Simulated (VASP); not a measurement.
A run of VASP 6.6.1 is set up as follows.

The input INCAR:

```
ALGO = Normal
EDIFF = 1E-7
EDIFFG = -0.01
ENCUT = 600
GGA = PE
IBRION = 2
ISIF = 3
ISMEAR = 0
LASPH = T
LCHARG = F
LREAL = F
LWAVE = F
NELM = 100
NSW = 100
PREC = Accurate
SIGMA = 0.1
```

File KPOINTS:

```
k-points
0
Gamma
  16 12 14
```

Contents of POSCAR:

```
TaN
1.0
    3.0570429038      0.0000000000      0.0000000000
    0.0000000000      4.3042768714      0.0000000000
    0.0000000000      0.0000000000      3.2892078218
Ta N
2 2
Direct
    0.5000000000      0.5000000000      0.6974532215
    0.0000000000      0.0000000000      0.3025467785
    0.0000000000      0.5000000000      0.2035173163
    0.5000000000      0.0000000000      0.7964826837
```

Potentials or basis: VASP PAW PBE potentials, release 64 (Ta_pv, N).

Command:

```bash
$ cat potpaw_PBE.64/Ta_pv/POTCAR potpaw_PBE.64/N/POTCAR > POTCAR
$ mpirun -np 1 vasp_std > vasp.out
```

Task: Predict the space group after relaxing (to 0.1 Å).

Result: Pmmn (No. 59).

Task: Predict the relaxed cell.

Result: a = 3.082 Å, b = 4.348 Å, c = 3.227 Å, α = 90.00°, β = 90.00°, γ = 90.00°.

Forces on the atoms (eV/Å):
```
Ta   0.000  0.000  0.003
Ta   0.000  0.000 -0.003
N    0.000  0.000  0.004
N    0.000  0.000 -0.004
```
